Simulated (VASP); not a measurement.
Crystal: CdGeAs2.

```
Cd Ge As
1.0
    -2.98887    2.98887    5.66430
     2.98887   -2.98887    5.66430
     2.98887    2.98887   -5.66430
Cd Ge As
2 2 4
Direct
  0.25000 0.75000 0.50000
  0.50000 0.50000 0.00000
  0.00000 0.00000 0.00000
  0.75000 0.25000 0.50000
  0.87500 0.34622 0.97122
  0.65378 0.62500 0.52878
  0.37500 0.90378 0.02878
  0.09622 0.12500 0.47122
```

- Program: VASP 6.6.1
- Task: relaxation of cell and atoms
- Functional: LDA
- Potentials or basis: VASP PAW LDA potentials, release 64 (Cd, Ge_d, As)
- Cutoff: 600 eV
- k mesh: 8 × 8 × 8
- Occupations: gaussian, width 0.03 eV
- Spin: no spin polarisation

At the start: pressure -2.3 GPa; volume 25.30 Å³/atom.

Where does the relaxation end?

Over 9 steps the energy falls by 8.6 meV/atom and the volume is 24.35 Å³/atom (-3.8 %); space group I-42d (No. 122, to 0.1 Å) before and after.

The path:
```tsv
step	energy change (eV)	largest force (eV/Å)	pressure (GPa)	volume (Å³)
1	0.0000	0.2115	-2.28	202.41
2	-0.0554	0.1680	0.97	192.03
3	-0.0620	0.1811	0.10	194.47
4	-0.0619	0.1802	0.17	194.32
5	-0.0670	0.0911	0.12	194.38
6	-0.0688	0.0043	0.08	194.45
7	-0.0690	0.0011	-0.05	194.86
8	-0.0690	0.0012	-0.06	194.86
9	-0.0691	0.0030	-0.02	194.79
```

Final structure:
```cif
data_structure
_symmetry_space_group_name_H-M 'P 1'
_symmetry_Int_Tables_number 1
_cell_length_a 6.9922
_cell_length_b 6.9922
_cell_length_c 6.9922
_cell_angle_alpha 130.193
_cell_angle_beta 130.193
_cell_angle_gamma 73.099
_cell_volume 194.79
loop_
_atom_site_label
_atom_site_type_symbol
_atom_site_fract_x
_atom_site_fract_y
_atom_site_fract_z
_atom_site_occupancy
Cd1 Cd 0.25000 0.75000 0.50000 1
Cd2 Cd 0.50000 0.50000 0.00000 1
Ge1 Ge 0.00000 0.00000 0.00000 1
Ge2 Ge 0.75000 0.25000 0.50000 1
As1 As 0.87500 0.35060 0.97560 1
As2 As 0.64940 0.62500 0.52440 1
As3 As 0.37500 0.89940 0.02440 1
As4 As 0.10060 0.12500 0.47560 1
```
